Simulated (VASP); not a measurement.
# GaAs (F-43m) in VASP: single point with PBE

Aim: the single point of GaAs with PBE.

All numbers are computed with VASP 6.6.1; they aren't measurements. Logs are shortened: lines on timing, memory, paths and dates and some standing lists are left out, and cuts for length are marked.

## Step 1: The cell of the first run

It takes space group F-43m (No. 216, cubic). The conventional cell has a = 5.654 Å, b = 5.654 Å, c = 5.654 Å, α = 90.00°, β = 90.00°, γ = 90.00°. Ga (site symmetry -43m) has 4 As at 2.45 Å within 3.2 Å. As (site symmetry -43m) has 4 Ga at 2.45 Å within 3.2 Å.

## Step 2: Single point, PBE

INCAR

```
SYSTEM = GaAs
PREC = Accurate
ENCUT = 500
EDIFF = 1E-6
ISMEAR = 0
SIGMA = 0.01
LREAL = .False.
LASPH = .True.
NELM = 120
ALGO = Normal
ISIF = 2
LWAVE = .False.
LCHARG = .False.
GGA = PE
NBANDS = 16
GGA_COMPAT = .False.
```

KPOINTS

```
regular mesh
0
Gamma
  5 5 5
  0 0 0
```

POSCAR

```
GaAs
1.0
    0.0000000000      2.8268500000      2.8268500000
    2.8268500000      0.0000000000      2.8268500000
    2.8268500000      2.8268500000      0.0000000000
Ga As
1 1
Direct
    0.0000000000      0.0000000000      0.0000000000
    0.2500000000      0.2500000000      0.2500000000
```

Potentials or basis: VASP PAW PBE potentials, release 64 (Ga_d, As).

Run with:

```console
$ cat potpaw_PBE.64/Ga_d/POTCAR potpaw_PBE.64/As/POTCAR > POTCAR
$ mpirun -np 1 vasp_std > vasp.out
```

OUTCAR:

```text
SYSTEM = GaAs
   PREC = Accurate
   ENCUT = 500
   EDIFF = 1E-6
   ISMEAR = 0
   LREAL = .False.
   LASPH = .True.
   NELM = 120
   ISIF = 2
   GGA = PE

 ion  position               nearest neighbor table
   1  0.000  0.000  0.000-   2 2.45   2 2.45   2 2.45   2 2.45
   2  0.250  0.250  0.250-   1 2.45   1 2.45   1 2.45   1 2.45

  LATTYP: Found a face centered cubic cell.
 ALAT       =     5.6537000000

  Lattice vectors:

 A1 = (   0.0000000000,   2.8268500000,   2.8268500000)
 A2 = (   2.8268500000,   0.0000000000,   2.8268500000)
 A3 = (   2.8268500000,   2.8268500000,   0.0000000000)

Analysis of symmetry for initial positions (statically):
=====================================================================
 Subroutine PRICEL returns:
 Original cell was already a primitive cell.

 Routine SETGRP: Setting up the symmetry group for a
 face centered cubic supercell.

 Subroutine GETGRP returns: Found 24 space group operations
 (whereof 24 operations were pure point group operations)
 out of a pool of 48 trial point group operations.

The static configuration has the point symmetry T_d .

Analysis of symmetry for dynamics (positions and initial velocities):
=====================================================================
 Subroutine PRICEL returns:
 Original cell was already a primitive cell.

 Routine SETGRP: Setting up the symmetry group for a
 face centered cubic supercell.

 Subroutine GETGRP returns: Found 24 space group operations
 (whereof 24 operations were pure point group operations)
 out of a pool of 48 trial point group operations.

The dynamic configuration has the point symmetry T_d .

 Subroutine INISYM returns: Found 24 space group operations
 (whereof 24 operations are pure point group operations),
 and found     1 'primitive' translations

----------------------------------------------------------------------------------------

                                     Primitive cell

  volume of cell :      45.1792

  direct lattice vectors                    reciprocal lattice vectors
     0.000000000  2.826850000  2.826850000    -0.176875321  0.176875321  0.176875321
     2.826850000  0.000000000  2.826850000     0.176875321 -0.176875321  0.176875321
     2.826850000  2.826850000  0.000000000     0.176875321  0.176875321 -0.176875321

  length of vectors
     3.997769609  3.997769609  3.997769609     0.306357042  0.306357042  0.306357042

  position of ions in fractional coordinates (direct lattice)
     0.000000000  0.000000000  0.000000000
     0.250000000  0.250000000  0.250000000

  ion indices of the primitive-cell ions
   primitive index   ion index
                 1           1
                 2           2

----------------------------------------------------------------------------------------

 KPOINTS: regular mesh

Automatic generation of k-mesh.
 Grid dimensions read from file:
 generate k-points for:    5    5    5

 Generating k-lattice:

  Cartesian coordinates                     Fractional coordinates (reciprocal lattice)
    -0.035375064  0.035375064  0.035375064     0.200000000  0.000000000  0.000000000
     0.035375064 -0.035375064  0.035375064     0.000000000  0.200000000  0.000000000
     0.035375064  0.035375064 -0.035375064     0.000000000  0.000000000  0.200000000

  Length of vectors
     0.061271408  0.061271408  0.061271408

  Shift w.r.t. Gamma in fractional coordinates (k-lattice)
     0.000000000  0.000000000  0.000000000

 Subroutine IBZKPT returns following result:
 ===========================================

 Found     10 irreducible k-points:

 Following reciprocal coordinates:
            Coordinates               Weight
  0.000000  0.000000  0.000000      1.000000
  0.200000  0.000000  0.000000      8.000000
  0.400000  0.000000  0.000000      8.000000
  0.200000  0.200000  0.000000      6.000000
  0.400000  0.200000  0.000000     24.000000
 -0.400000  0.200000  0.000000     24.000000
 -0.200000  0.200000  0.000000     12.000000
  0.400000  0.400000  0.000000      6.000000
 -0.400000  0.400000  0.000000     12.000000
 -0.400000  0.400000  0.200000     24.000000
   k-points           NKPTS =     10   k-points in BZ     NKDIM =     10   number of bands    NBANDS=     16
   number of dos      NEDOS =    301   number of ions     NIONS =      2
   total plane-waves  NPLWV =  27000
   dimension x,y,z NGX =    30 NGY =   30 NGZ =   30
   dimension x,y,z NGXF=    60 NGYF=   60 NGZF=   60
   ions per type =               1   1
   NGX,Y,Z   is equivalent  to a cutoff of  12.48, 12.48, 12.48 a.u.
   NGXF,Y,Z  is equivalent  to a cutoff of  24.95, 24.95, 24.95 a.u.
 SYSTEM =  GaAs
   PREC   = accura    normal or accurate (medium, high low for compatibility)
   ISTART =      0    job   : 0-new  1-cont  2-samecut
   ICHARG =      2    charge: 1-file 2-atom 10-const
   ISPIN  =      1    spin polarized calculation?
   LNONCOLLINEAR =      F non collinear calculations
   LSORBIT =      F    spin-orbit coupling
   LASPH  =      T    aspherical Exc in radial PAW
   ENCUT  =  500.0 eV  36.75 Ry    6.06 a.u.   7.29  7.29  7.29*2*pi/ulx,y,z
   NELM   =    120;   NELMIN=  2; NELMDL= -5     # of ELM steps
   EDIFF  = 0.1E-05   stopping-criterion for ELM
   LREAL  =      F    real-space projection
   EDIFFG = 0.1E-04   stopping-criterion for IOM
   NSW    =      0    number of steps for IOM
   IBRION =     -1    ionic relax: 0-MD 1-quasi-New 2-CG
   NFREE  =      0    steps in history (QN), initial steepest desc. (CG)
   ISIF   =      2    stress and relaxation
   ISYM   =      2    0-nonsym 1-usesym 2-fastsym
   POTIM  = 0.5000    time-step for ionic-motion
   TEBEG  =    0.0;   TEEND  =   0.0 temperature during run
   PSTRESS=    0.0 pullay stress
   NELECT =      18.0000    total number of electrons
   NUPDOWN=      -1.0000    fix difference up-down
   EMIN   =  10.00;   EMAX   =-10.00  energy-range for DOS
   EFERMI =   0.00;   METHOD = LEGACY
   ISMEAR =     0;   SIGMA  =   0.01  broadening in eV -4-tet -1-fermi 0-gaus
   EFERMI_NEDOS =   21; number of points for ismear=-14 and -15
   IALGO  =     38    algorithm
   IMIX   =      4    mixing-type and parameters
     AMIX     =   0.40;   BMIX     =  1.00
     AMIX_MAG =   1.60;   BMIX_MAG =  1.00
  volume/ion in A,a.u.               =      22.59       152.44
  Fermi-wavevector in a.u.,A,eV,Ry     =   1.204628  2.276417 19.743799  1.451128
  Thomas-Fermi vector in A             =   2.340347
   LORBIT       =      0    0 simple, 1 ext, 2 COOP (PROOUT), +10 PAW based schemes
   GGA     = PE    functional components
   LHFCALC =     F    Hartree Fock is set to
   AEXX    =    0.0000 exact exchange contribution
   IVDW    =     0    specifies the selected vdW correction
   LEPSILON=     F    determine dielectric tensor
   LRPA    =     F    only Hartree local field effects (RPA)
 non-spin polarized calculation
 Gauss-broadening in eV      SIGMA  =   0.01
  energy-cutoff  :      500.00
  volume of cell :       45.18
 maximum number of plane-waves:      1167
 NGX is ok and might be reduce to    30
   NGX = 15   NGY = 15   NGZ = 15

 number of electron      17.9999995 magnetization

 Free energy of the ion-electron system (eV)
  ---------------------------------------------------
  ext. energy  EPLUGINS =         0.00000000
  ---------------------------------------------------
  free energy    TOTEN  =        -8.18857367 eV

  energy without entropy =       -8.18857367  energy(sigma->0) =       -8.18857367

 E-fermi :   3.9944     XC(G=0):  -9.5771

 val. band max:        3.9523247876   @ k =   0.0000   0.0000   0.0000
 cond. band min:       4.4674272800   @ k =   0.0000   0.0000   0.0000
 fundamental gap:      0.5151024924
 Fermi energy:         3.9944124755

 k-point     1 :       0.0000    0.0000    0.0000
  band No.  band energies     occupation
      1     -10.8803      2.00000
      2     -10.8803      2.00000
      3     -10.8803      2.00000
      4     -10.8017      2.00000
      5     -10.8017      2.00000
      6      -8.7744      2.00000
      7       3.9523      2.00000
      8       3.9523      2.00000
      9       3.9523      2.00000
     10       4.4674      0.00000
     11       7.6666      0.00000
     12       7.6666      0.00000
     13       7.6666      0.00000
     14      11.5346      0.00000
     15      14.0626      0.00000
     16      14.0626      0.00000

 k-point     2 :       0.2000    0.0000    0.0000
  band No.  band energies     occupation
      1     -10.9103      2.00000
      2     -10.8723      2.00000
      3     -10.8723      2.00000
      4     -10.8018      2.00000
      5     -10.8018      2.00000
      6      -8.3191      2.00000
      7       0.6502      2.00000
      8       3.4488      2.00000
      9       3.4488      2.00000
     10       5.5280      0.00000
     11       8.3641      0.00000
     12       8.3641      0.00000
     13       9.1095      0.00000
     14      12.9006      0.00000
     15      12.9006      0.00000
     16      13.0142      0.00000

 k-point     3 :       0.4000    0.0000    0.0000
  band No.  band energies     occupation
      1     -10.9521      2.00000
      2     -10.8623      2.00000
      3     -10.8623      2.00000
      4     -10.7988      2.00000
      5     -10.7988      2.00000
      6      -7.2726      2.00000
      7      -2.1970      2.00000
      8       2.8864      2.00000
      9       2.8864      2.00000
     10       5.0235      0.00000
     11       8.6106      0.00000
     12       8.6106      0.00000
     13      11.6814      0.00000
     14      13.2214      0.00000
     15      14.4975      0.00000
     16      14.4975      0.00000

 k-point     4 :       0.2000    0.2000    0.0000
  band No.  band energies     occupation
      1     -10.9258      2.00000
      2     -10.8639      2.00000
      3     -10.8639      2.00000
      4     -10.8093      2.00000
      5     -10.7973      2.00000
      6      -8.1665      2.00000
      7       0.6784      2.00000
      8       2.6533      2.00000
      9       2.6533      2.00000
     10       6.2508      0.00000
     11       7.2488      0.00000
     12       9.7310      0.00000
     13       9.7310      0.00000
     14      11.2069      0.00000
     15      14.2805      0.00000
     16      14.7058      0.00000

 k-point     5 :       0.4000    0.2000    0.0000
  band No.  band energies     occupation
      1     -10.9577      2.00000
      2     -10.8551      2.00000
      3     -10.8517      2.00000
      4     -10.8115      2.00000
      5     -10.7948      2.00000
      6      -7.2734      2.00000
      7      -1.5402      2.00000
      8       1.5154      2.00000
      9       2.1243      2.00000
     10       6.3237      0.00000
     11       8.0589      0.00000
     12       9.6915      0.00000
     13      10.4149      0.00000
     14      13.8516      0.00000
     15      15.2553      0.00000
     16      15.7406      0.00000

 k-point     6 :      -0.4000    0.2000    0.0000
  band No.  band energies     occupation
      1     -10.9649      2.00000
      2     -10.8557      2.00000
      3     -10.8512      2.00000
      4     -10.8041      2.00000
      5     -10.7992      2.00000
      6      -6.7439      2.00000
      7      -2.4977      2.00000
      8       0.7475      2.00000
      9       2.3638      2.00000
     10       6.3849      0.00000
     11       8.7899      0.00000
     12       9.8291      0.00000
     13      11.6743      0.00000
     14      13.0757      0.00000
     15      14.0213      0.00000
     16      15.5516      0.00000

 k-point     7 :      -0.2000    0.2000    0.0000
  band No.  band energies     occupation
      1     -10.9410      2.00000
      2     -10.8628      2.00000
      3     -10.8610      2.00000
      4     -10.8047      2.00000
      5     -10.7997      2.00000
      6      -7.6386      2.00000
      7      -0.8583      2.00000
      8       1.2961      2.00000
      9       3.1691      2.00000
     10       6.6747      0.00000
     11       8.8817      0.00000
     12       8.8929      0.00000
     13       9.5715      0.00000
     14      11.9826      0.00000
     15      14.5665      0.00000
     16      15.2886      0.00000

 k-point     8 :       0.4000    0.4000    0.0000
  band No.  band energies     occupation
      1     -10.9820      2.00000
      2     -10.8362      2.00000
      3     -10.8362      2.00000
      4     -10.8245      2.00000
      5     -10.7902      2.00000
      6      -6.6935      2.00000
      7      -2.2609      2.00000
      8       1.4336      2.00000
      9       1.4336      2.00000
     10       5.3656      0.00000
     11       6.0485      0.00000
     12      13.0835      0.00000
     13      13.0835      0.00000
     14      13.7838      0.00000
     15      16.5407      0.00000
     16      17.6476      0.00000

 k-point     9 :      -0.4000    0.4000    0.0000
  band No.  band energies     occupation
      1     -10.9824      2.00000
      2     -10.8416      2.00000
      3     -10.8358      2.00000
      4     -10.8188      2.00000
      5     -10.7932      2.00000
      6      -6.2637      2.00000
      7      -2.7581      2.00000
      8       0.2951      2.00000
      9       1.5414      2.00000
     10       5.7601      0.00000
     11       7.6966      0.00000
     12      12.3549      0.00000
     13      12.5503      0.00000
     14      13.2760      0.00000
     15      15.0584      0.00000
     16      17.8411      0.00000

 k-point    10 :      -0.4000    0.4000    0.2000
  band No.  band energies     occupation
      1     -10.9734      2.00000
      2     -10.8507      2.00000
      3     -10.8398      2.00000
      4     -10.8126      2.00000
      5     -10.7966      2.00000
      6      -6.4867      2.00000
      7      -2.4302      2.00000
      8       0.3580      2.00000
      9       1.2891      2.00000
     10       7.8250      0.00000
     11       8.1465      0.00000
     12       9.0796      0.00000
     13      12.1122      0.00000
     14      13.4156      0.00000
     15      15.1632      0.00000
     16      17.8608      0.00000

------------------------ aborting loop because EDIFF is reached ----------------------------------------

  FORCE on cell =-STRESS in cart. coord.  units (eV):
  Direction    XX          YY          ZZ          XY          YZ          ZX
  --------------------------------------------------------------------------------------
  -------------------------------------------------------------------------------------
  Total        0.9796458      0.9796458      0.9796458      0.0000000      0.0000000      0.0000000
  in kB       34.7409262     34.7409262     34.7409262      0.0000000      0.0000000      0.0000000
  external PRESSURE =      34.7409262 kB  Pullay stress =       0.0000000 kB

 VOLUME and BASIS-vectors are now :
 -----------------------------------------------------------------------------
  energy-cutoff  :      500.00
  volume of cell :       45.18
      direct lattice vectors                 reciprocal lattice vectors
     0.000000000  2.826850000  2.826850000    -0.176875321  0.176875321  0.176875321
     2.826850000  0.000000000  2.826850000     0.176875321 -0.176875321  0.176875321
     2.826850000  2.826850000  0.000000000     0.176875321  0.176875321 -0.176875321

 POSITION                                       TOTAL-FORCE (eV/Angst)
 -----------------------------------------------------------------------------------
      0.00000      0.00000      0.00000        -0.000000     -0.000000     -0.000000
      1.41342      1.41342      1.41342         0.000000      0.000000      0.000000
 -----------------------------------------------------------------------------------
    total drift:                               -0.000000     -0.000000     -0.000000

  FREE ENERGIE OF THE ION-ELECTRON SYSTEM (eV)
  ---------------------------------------------------
  free  energy   TOTEN  =        -8.1885736725 eV

  energy  without entropy=       -8.1885736725  energy(sigma->0) =       -8.18857367
```

Wall time 7.1 s (1 thread of Intel Xeon 6975P-C (Granite Rapids), shared host); peak memory 0.16 GiB.

What came out:

```
Free energy            : -8.1886 eV
Pressure               : 3.5 GPa
Band gap on the k mesh : 0.52 eV, direct
```

As with any semilocal functional, this PBE gap is likely too small.
